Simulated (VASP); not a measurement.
A run of VASP 6.6.1 is set up as follows.

The input INCAR:

```
SYSTEM = Ta4C3
ALGO = Normal
EDIFF = 1E-6
ENCUT = 520
GGA = PS
ISIF = 2
ISMEAR = -1
LASPH = .TRUE.
LCHARG = .FALSE.
LREAL = .FALSE.
LWAVE = .FALSE.
NBANDS = 37
NELM = 60
PREC = Accurate
SIGMA = 0.05
```

File KPOINTS:

```
k-points
0
G
  6 6 6
  0 0 0
```

POSCAR

```
Ta4C3
1.0
    4.5037782478      0.0000000000      0.0000000000
    0.0000000000      4.5037782478      0.0000000000
    0.0000000000      0.0000000000      4.5037782478
Ta C
4 3
Direct
    0.0000000000      0.0000000000      0.0000000000
    0.5000000000      0.5000000000      0.0000000000
    0.5000000000      0.0000000000      0.5000000000
    0.0000000000      0.5000000000      0.5000000000
    0.0000000000      0.0000000000      0.5000000000
    0.0000000000      0.5000000000      0.0000000000
    0.5000000000      0.0000000000      0.0000000000
```

Potentials or basis: VASP PAW PBE potentials, release 64 (Ta_pv, C).

Command:

```sh
$ cat potpaw_PBE.64/Ta_pv/POTCAR potpaw_PBE.64/C/POTCAR > POTCAR
$ mpirun -np 1 vasp_std > vasp.out
```

Question: What does it give for the band gap on the k mesh?

Answer: Zero (band 28 reaches 6.93 eV, above the bottom of band 29 at 5.80 eV).

Question: Predict the pressure.

Answer: -17.9 GPa.

Caveat: the PAW data sets were made with another functional, which shifts forces and pressure a little; spin-orbit coupling is left out, which moves the levels of the heavy elements.
